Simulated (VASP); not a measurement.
# SiC (Imm2) in VASP: further runs

Runs on SiC. Level: PBE. Tasks: relaxation of the atoms.

All numbers are computed with VASP 6.6.1; they aren't measurements. Logs are shortened: lines on timing, memory, paths and dates and some standing lists are left out, and cuts for length are marked.

## Step 1: The cell of the first run

The structure is orthorhombic, space group Imm2 (No. 44). Conventional cell: a = 3.099 Å, b = 3.128 Å, c = 4.369 Å, α = 90.00°, β = 90.00°, γ = 90.00°. Si (site symmetry mm2) has 4 C at 1.90 to 1.91 Å within 2.5 Å. C (site symmetry mm2) has 4 Si at 1.90 to 1.91 Å within 2.5 Å.

## Step 2: Relaxation of the atoms, PBE (strained cell)

Contents of INCAR:

```
ALGO = Normal
EDIFF = 1E-7
EDIFFG = -0.002
ENCUT = 520
GGA = PE
GGA_COMPAT = False
IBRION = 2
ISIF = 2
ISMEAR = 0
LASPH = True
LCHARG = False
LREAL = False
LWAVE = False
NELM = 120
NELMIN = 4
NSW = 60
PREC = Accurate
SIGMA = 0.02
```

Contents of KPOINTS:

```
k-points
0
Gamma
  10 10 10
```

Contents of POSCAR:

```
SiC
1.0
    0.0100465847      2.2017106938      2.1845525516
    2.2017106938      0.0100465847      2.1845525516
    2.2117572785      2.2117572785      0.0000000000
Si C
1 1
Direct
    0.0004388265      0.0004388265     -0.0004388265
    0.2495611735      0.2495611735      0.2504388265
```

Potentials or basis: VASP PAW PBE potentials, release 64 (Si, C).

Launch:

```bash
$ cat potpaw_PBE.64/Si/POTCAR potpaw_PBE.64/C/POTCAR > POTCAR
$ mpirun -np 1 vasp_std > vasp.out
```

OUTCAR:

```text
EDIFF = 1E-7
   EDIFFG = -0.002
   ENCUT = 520
   GGA = PE
   IBRION = 2
   ISIF = 2
   ISMEAR = 0
   LASPH = True
   LREAL = False
   NELM = 120
   NELMIN = 4
   NSW = 60
   PREC = Accurate

 ion  position               nearest neighbor table
   1  0.000  0.000  1.000-   2 1.90   2 1.90   2 1.91   2 1.91
   2  0.250  0.250  0.250-   1 1.90   1 1.90   1 1.91   1 1.91

  LATTYP: Found a body centered orthorhombic cell.
 ALAT       =     3.0994811073
 B/A-ratio  =     1.0091679967
 C/A-ratio  =     1.4096246927

  Lattice vectors:

 A1 = (   2.2017106938,   0.0100465847,  -2.1845525516)
 A2 = (  -2.2017106938,  -0.0100465847,  -2.1845525516)
 A3 = (   0.0100465847,   2.2017106938,   2.1845525516)

Analysis of symmetry for initial positions (statically):
=====================================================================
 Subroutine PRICEL returns:
 Original cell was already a primitive cell.

 Routine SETGRP: Setting up the symmetry group for a
 body centered orthorhombic supercell.

 Subroutine GETGRP returns: Found  4 space group operations
 (whereof  4 operations were pure point group operations)
 out of a pool of  8 trial point group operations.

The static configuration has the point symmetry C_2v.

Analysis of symmetry for dynamics (positions and initial velocities):
=====================================================================
 Subroutine PRICEL returns:
 Original cell was already a primitive cell.

 Routine SETGRP: Setting up the symmetry group for a
 body centered orthorhombic supercell.

 Subroutine GETGRP returns: Found  4 space group operations
 (whereof  4 operations were pure point group operations)
 out of a pool of  8 trial point group operations.

The dynamic configuration has the point symmetry C_2v.

 Subroutine INISYM returns: Found  4 space group operations
 (whereof  4 operations are pure point group operations),
 and found     1 'primitive' translations

----------------------------------------------------------------------------------------

                                     Primitive cell

  volume of cell :      21.1789

  direct lattice vectors                    reciprocal lattice vectors
     0.010046585  2.201710694  2.184552552    -0.228137148  0.228137148  0.228879822
     2.201710694  0.010046585  2.184552552     0.228137148 -0.228137148  0.228879822
     2.211757278  2.211757278  0.000000000     0.226064589  0.226064589 -0.228879822

  length of vectors
     3.101596486  3.101596486  3.127897140     0.395574380  0.395574380  0.393187449

  position of ions in fractional coordinates (direct lattice)
     0.000438827  0.000438827  0.999561173
     0.249561173  0.249561173  0.250438827

  ion indices of the primitive-cell ions
   primitive index   ion index
                 1           1
                 2           2

----------------------------------------------------------------------------------------

 KPOINTS: k-points

Automatic generation of k-mesh.
 Grid dimensions read from file:
 generate k-points for:   10   10   10

 Generating k-lattice:

  Cartesian coordinates                     Fractional coordinates (reciprocal lattice)
    -0.022813715  0.022813715  0.022887982     0.100000000 -0.000000000  0.000000000
     0.022813715 -0.022813715  0.022887982    -0.000000000  0.100000000  0.000000000
     0.022606459  0.022606459 -0.022887982     0.000000000  0.000000000  0.100000000

  Length of vectors
     0.039557438  0.039557438  0.039318745

  Shift w.r.t. Gamma in fractional coordinates (k-lattice)
     0.000000000  0.000000000  0.000000000

 Subroutine IBZKPT returns following result:
 ===========================================

 Found    171 irreducible k-points:

 Following reciprocal coordinates:
            Coordinates               Weight
  0.000000  0.000000  0.000000      1.000000
  0.100000  0.000000  0.000000      4.000000
  0.200000  0.000000  0.000000      4.000000
  0.300000 -0.000000  0.000000      4.000000
  0.400000 -0.000000  0.000000      4.000000
  0.500000 -0.000000  0.000000      2.000000
[... 16 lines left out ...]
  0.300000  0.300000  0.000000      2.000000
  0.400000  0.300000  0.000000      4.000000
 [... further k-points ...]
   k-points           NKPTS =    171   k-points in BZ     NKDIM =    171   number of bands    NBANDS=      8
   number of dos      NEDOS =    301   number of ions     NIONS =      2
   total plane-waves  NPLWV =  13824
   dimension x,y,z NGX =    24 NGY =   24 NGZ =   24
   dimension x,y,z NGXF=    48 NGYF=   48 NGZF=   48
   ions per type =               1   1
   NGX,Y,Z   is equivalent  to a cutoff of  12.86, 12.86, 12.76 a.u.
   NGXF,Y,Z  is equivalent  to a cutoff of  25.73, 25.73, 25.51 a.u.
 SYSTEM =  unknown system
   PREC   = accura    normal or accurate (medium, high low for compatibility)
   ISTART =      0    job   : 0-new  1-cont  2-samecut
   ICHARG =      2    charge: 1-file 2-atom 10-const
   ISPIN  =      1    spin polarized calculation?
   LNONCOLLINEAR =      F non collinear calculations
   LSORBIT =      F    spin-orbit coupling
   LASPH  =      T    aspherical Exc in radial PAW
   ENCUT  =  520.0 eV  38.22 Ry    6.18 a.u.   5.77  5.77  5.82*2*pi/ulx,y,z
   NELM   =    120;   NELMIN=  4; NELMDL= -5     # of ELM steps
   EDIFF  = 0.1E-06   stopping-criterion for ELM
   LREAL  =      F    real-space projection
   EDIFFG = -.2E-02   stopping-criterion for IOM
   NSW    =     60    number of steps for IOM
   IBRION =      2    ionic relax: 0-MD 1-quasi-New 2-CG
   NFREE  =      1    steps in history (QN), initial steepest desc. (CG)
   ISIF   =      2    stress and relaxation
   ISYM   =      2    0-nonsym 1-usesym 2-fastsym
   POTIM  = 0.5000    time-step for ionic-motion
   TEBEG  =    0.0;   TEEND  =   0.0 temperature during run
   PSTRESS=    0.0 pullay stress
   NELECT =       8.0000    total number of electrons
   NUPDOWN=      -1.0000    fix difference up-down
   EMIN   =  10.00;   EMAX   =-10.00  energy-range for DOS
   EFERMI =   0.00;   METHOD = LEGACY
   ISMEAR =     0;   SIGMA  =   0.02  broadening in eV -4-tet -1-fermi 0-gaus
   EFERMI_NEDOS =   21; number of points for ismear=-14 and -15
   IALGO  =     38    algorithm
   IMIX   =      4    mixing-type and parameters
     AMIX     =   0.40;   BMIX     =  1.00
     AMIX_MAG =   1.60;   BMIX_MAG =  1.00
  volume/ion in A,a.u.               =      10.59        71.46
  Fermi-wavevector in a.u.,A,eV,Ry     =   1.183414  2.236329 19.054546  1.400470
  Thomas-Fermi vector in A             =   2.319649
   LORBIT       =      0    0 simple, 1 ext, 2 COOP (PROOUT), +10 PAW based schemes
   GGA     = PE    functional components
   LHFCALC =     F    Hartree Fock is set to
   AEXX    =    0.0000 exact exchange contribution
   IVDW    =     0    specifies the selected vdW correction
   LEPSILON=     F    determine dielectric tensor
   LRPA    =     F    only Hartree local field effects (RPA)
 conjugate gradient relaxation of ions
 non-spin polarized calculation
 Gauss-broadening in eV      SIGMA  =   0.02
  energy-cutoff  :      520.00
  volume of cell :       21.18
 maximum number of plane-waves:       588
   NGX = 11   NGY = 11   NGZ = 11

--------------------------------------- Ionic step        1  -------------------------------------------

 number of electron       8.0000001 magnetization

 Free energy of the ion-electron system (eV)
  ---------------------------------------------------
  ext. energy  EPLUGINS =         0.00000000
  ---------------------------------------------------
  free energy    TOTEN  =       -15.05789658 eV

  energy without entropy =      -15.05789658  energy(sigma->0) =      -15.05789658

------------------------ aborting loop because EDIFF is reached ----------------------------------------

  FORCE on cell =-STRESS in cart. coord.  units (eV):
  Direction    XX          YY          ZZ          XY          YZ          ZX
  --------------------------------------------------------------------------------------
  -------------------------------------------------------------------------------------
  Total       -0.3223532     -0.3223532     -0.0640935     -0.2817296      0.0000000      0.0000000
  in kB      -24.3858882    -24.3858882     -4.8486446    -21.3127292      0.0000000      0.0000000
  external PRESSURE =     -17.8734736 kB  Pullay stress =       0.0000000 kB
[... 57 lines left out ...]
  energy  without entropy=      -15.0578968486  energy(sigma->0) =      -15.05789685

--------------------------------------- Ionic step        3  -------------------------------------------

 number of electron       8.0000001 magnetization

 Free energy of the ion-electron system (eV)
  ---------------------------------------------------
  ext. energy  EPLUGINS =         0.00000000
  ---------------------------------------------------
  free energy    TOTEN  =       -15.05789718 eV

  energy without entropy =      -15.05789718  energy(sigma->0) =      -15.05789718

 E-fermi :   8.0429     XC(G=0): -11.2549

 val. band max:        7.8824430368   @ k =   0.0000   0.0000   0.0000
 cond. band min:       9.1761648131   @ k =   0.5000   0.5000   0.0000
 fundamental gap:      1.2937217763
 Fermi energy:         8.0428557698

 k-point     1 :       0.0000    0.0000    0.0000
  band No.  band energies     occupation
      1      -7.3737      2.00000
      2       7.7907      2.00000
      3       7.8722      2.00000
      4       7.8824      2.00000
      5      13.7927      0.00000
      6      14.9095      0.00000
      7      14.9990      0.00000
      8      15.0978      0.00000
[... 243 lines left out ...]
 k-point    24 :       0.4000    0.3000    0.0000
  band No.  band energies     occupation
      1      -4.2659      2.00000
      2       2.3471      2.00000
      3       4.7704      2.00000
      4       5.1389      2.00000
      5      10.6405      0.00000
      6      13.3403      0.00000
      7      19.2441      0.00000
      8      19.5216      0.00000

 [... further k-points ...]
[... 5 lines left out ...]
  --------------------------------------------------------------------------------------
  -------------------------------------------------------------------------------------
  Total       -0.3223475     -0.3223475     -0.0640595     -0.2834614      0.0000000      0.0000000
  in kB      -24.3854581    -24.3854581     -4.8460731    -21.4437446      0.0000000      0.0000000
  external PRESSURE =     -17.8723298 kB  Pullay stress =       0.0000000 kB
[... 17 lines left out ...]
  FREE ENERGIE OF THE ION-ELECTRON SYSTEM (eV)
  ---------------------------------------------------
  free  energy   TOTEN  =       -15.0578971759 eV

  energy  without entropy=      -15.0578971759  energy(sigma->0) =      -15.05789718

 reached required accuracy - stopping structural energy minimisation
```

Run time: 69 s. Hardware: 1 thread of Oxide Virtual Turin-like, shared host; peak memory 0.12 GiB.

Results:

| Item | Value |
| --- | --- |
| Free energy | -15.0579 eV |
| Energy gained by relaxing | 0.0 meV/atom |
| Ionic steps | 3 |
| Pressure after relaxing | -1.8 GPa |
| Band gap on the k mesh | 1.29 eV (least direct gap 4.44 eV) |

Final structure:
```yaml
crystal:
  lattice:
    - [0.01005, 2.20171, 2.18455]
    - [2.20171, 0.01005, 2.18455]
    - [2.21176, 2.21176, 0.00000]
  atoms:
    - { symbol: Si, position: [0.00041, 0.00041, 0.99959] }
    - { symbol: C, position: [0.24959, 0.24959, 0.25041] }
```

Caveat: the cell differs from its parent crystal (strained cell).

## Step 3: Relaxation of the atoms, PBE (strained cell)

Contents of INCAR:

```
SYSTEM = SiC
ALGO = Normal ; EDIFF = 1E-7
EDIFFG = -0.002 ; ENCUT = 520
GGA = PE ; GGA_COMPAT = .False.
IBRION = 2 ; ISIF = 2
ISMEAR = 0 ; LASPH = .True.
LCHARG = .False. ; LREAL = .False.
LWAVE = .False. ; NELM = 120
NELMIN = 4 ; NSW = 60
PREC = Accurate ; SIGMA = 0.02
```

Contents of KPOINTS:

```
k-points
0
Gamma
  10 10 10
  0 0 0
```

Contents of POSCAR:

```
SiC
1.0
    0.0103112859      2.2014459926      2.1821212878
    2.2014459926      0.0103112859      2.1821212878
    2.2117572785      2.2117572785      0.0000000000
Si C
1 1
Direct
    0.0004099704      0.0004099704     -0.0004099704
    0.2495900296      0.2495900296      0.2504099704
```

Potentials or basis: VASP PAW PBE potentials, release 64 (Si, C).

Launch:

```bash
$ cat potpaw_PBE.64/Si/POTCAR potpaw_PBE.64/C/POTCAR > POTCAR
$ mpirun -np 1 vasp_std > vasp.out
```

Wall time 62 s (1 thread of Oxide Virtual Turin-like, shared host); peak memory 0.12 GiB.

The run converged. Its results:

```
Free energy               : -15.0579 eV
Energy gained by relaxing : 0.0 meV/atom
Ionic steps               : 2
Pressure after relaxing   : -1.5 GPa
Band gap on the k mesh    : 1.28 eV (least direct gap 4.44 eV)
```

Stress tensor (GPa, compression positive):
```
-2.24 -2.20  0.00
-2.20 -2.24  0.00
 0.00  0.00 -0.04
```

Final structure:
```xyz
2
Lattice="0.0103 2.2014 2.1821 2.2014 0.0103 2.1821 2.2118 2.2118 0.0000" Properties=species:S:1:pos:R:3 pbc="T T T"
Si    2.2118    2.2118    0.0019
C     1.1059    1.1059    1.0892
```

Levels at points of the mesh, in eV from the valence-band top:
```
           k point  band 1  band 2  band 3  band 4  band 5  band 6  band 7  band 8
(0.00, 0.00, 0.00)  -15.27   -0.10   -0.02    0.00    5.92    7.03    7.12    7.22
(0.50, 0.00, 0.00)  -11.75   -8.44   -1.18   -1.05    5.12    6.96    7.17    9.88
(0.50, 0.50, 0.00)  -10.31   -7.69   -3.32   -3.16    1.28    4.11   13.71   13.73
(0.00, 0.00, 0.50)  -11.82   -8.47   -1.09   -1.02    5.26    7.11    7.17    9.91
(0.50, 0.00, 0.50)  -10.38   -7.80   -3.16   -3.14    1.36    4.26   13.60   13.88
```

Caveat: the cell differs from its parent crystal (strained cell). A k mesh can miss the band edges.
